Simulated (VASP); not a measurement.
Input of a VASP 6.6.1 run:

The input INCAR:

```
SYSTEM = Al2GaAs3
PREC = Accurate ; ENCUT = 520
EDIFF = 1E-6 ; ISMEAR = 0
SIGMA = 0.1 ; LREAL = .FALSE.
LASPH = .TRUE. ; NELM = 100
ALGO = Normal ; ISIF = 2
LWAVE = .FALSE. ; LCHARG = .FALSE.
GGA = PE ; NBANDS = 46
```

Contents of KPOINTS:

```
Automatic mesh
0
G
  4 2 2
  0 0 0
```

File POSCAR:

```
Al2GaAs3
1.0
    4.0539518820     -0.0000000289      0.0000000000
    0.0000000500      7.0216506311      0.0000000000
    0.0000000000      0.0000000000      9.9348302000
Al Ga As
4 2 6
Direct
    0.0000000000      0.0000000000      0.0003610000
    0.5000000000      0.5000000000      0.0003610000
    0.5000000000      0.1666666667      0.3333870000
    1.0000000000      0.6666666667      0.3333870000
    0.0000000000      0.3333333333      0.6662490000
    0.5000000000      0.8333333333      0.6662490000
    0.0000000000      0.0000000000      0.7508200000
    0.5000000000      0.5000000000      0.7508200000
    0.0000000000      0.3333333333      0.4158240000
    0.5000000000      0.8333333333      0.4158240000
    0.5000000000      0.1666666667      0.0833590000
    1.0000000000      0.6666666667      0.0833590000
```

Potentials or basis: VASP PAW PBE potentials, release 64 (Al, Ga_d, As).

Launch:

```sh
$ cat potpaw_PBE.64/Al/POTCAR potpaw_PBE.64/Ga_d/POTCAR potpaw_PBE.64/As/POTCAR > POTCAR
$ mpirun -np 1 vasp_std > vasp.out
```

(1) Predict the pressure.

(2) Estimate the band gap on the k mesh.

(3) What does it give for the largest force?

Results:

(1) 0.1 GPa.

(2) 0.94 eV.

(3) 0.041 eV/Å.

Caveat: the k points lie up to 0.45 Å⁻¹ apart.
